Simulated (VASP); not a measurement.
Wanted: the native input for a VASP 6.6.1 run.

| Property | Result |
| --- | --- |
| Task | single point |
| Functional | r2SCAN |
| Potentials or basis | VASP PAW PBE potentials, release 64 (Zn, S) |
| Cutoff | 520 eV |
| k mesh | 8 × 8 × 8 |
| Occupations | gaussian, width 0.01 eV |
| Spin | no spin polarisation |
| Dipole correction | no |
| Further INCAR settings | ALGO = Normal; EDIFF = 1e-07; NBANDS = 16 |

The system is ZnS.

```xyz
2
Lattice="0.0000 2.6671 2.6671 2.6671 0.0000 2.6671 2.6671 2.6671 0.0000" Properties=species:S:1:pos:R:3 pbc="T T T"
Zn    0.0000    0.0000    0.0000
S     1.3336    1.3336    1.3336
```

This cell differs from its parent crystal: strain -1.0%.

One way to write it, as run:

POSCAR

```
ZnS
1.0
    0.0000000000      2.6671449750      2.6671449750
    2.6671449750      0.0000000000      2.6671449750
    2.6671449750      2.6671449750      0.0000000000
Zn S
1 1
Direct
    0.0000000000      0.0000000000      0.0000000000
    0.2500000000      0.2500000000      0.2500000000
```

INCAR.step1

```
ALGO = Normal ; EDIFF = 1E-4
ENCUT = 520 ; GGA = PE
ISMEAR = 0 ; LASPH = True
LCHARG = False ; LREAL = False
LWAVE = True ; NBANDS = 16
NELM = 100 ; PREC = Accurate
SIGMA = 0.01
```

INCAR.step2

```
ALGO = Normal ; EDIFF = 1E-7
ENCUT = 520 ; ISIF = 2
ISMEAR = 0 ; ISTART = 1
LASPH = True ; LCHARG = False
LMIXTAU = True ; LREAL = False
LWAVE = False ; METAGGA = R2SCAN
NBANDS = 16 ; NELM = 100
PREC = Accurate ; SIGMA = 0.01
```

KPOINTS

```
k-points
0
Gamma
  8 8 8
```

Potentials or basis: VASP PAW PBE potentials, release 64 (Zn, S).

The run is started by

```sh
$ cat potpaw_PBE.64/Zn/POTCAR potpaw_PBE.64/S/POTCAR > POTCAR
$ cp INCAR.step1 INCAR
$ mpirun -np 1 vasp_std > vasp.out
$ cp INCAR.step2 INCAR
$ mpirun -np 1 vasp_std > vasp.out
```

It gave:

The pressure is 2.6 GPa and the band gap on the k mesh is 2.86 eV, direct.

Caveat: the cell differs from its parent crystal (strain -1.0%); the PAW data sets were made with another functional, which shifts forces and pressure a little.

It took 38 s on 1 thread of Intel(R) Xeon(R) 6975P-C (Granite Rapids), with other jobs on the host, peak memory 0.16 GiB.
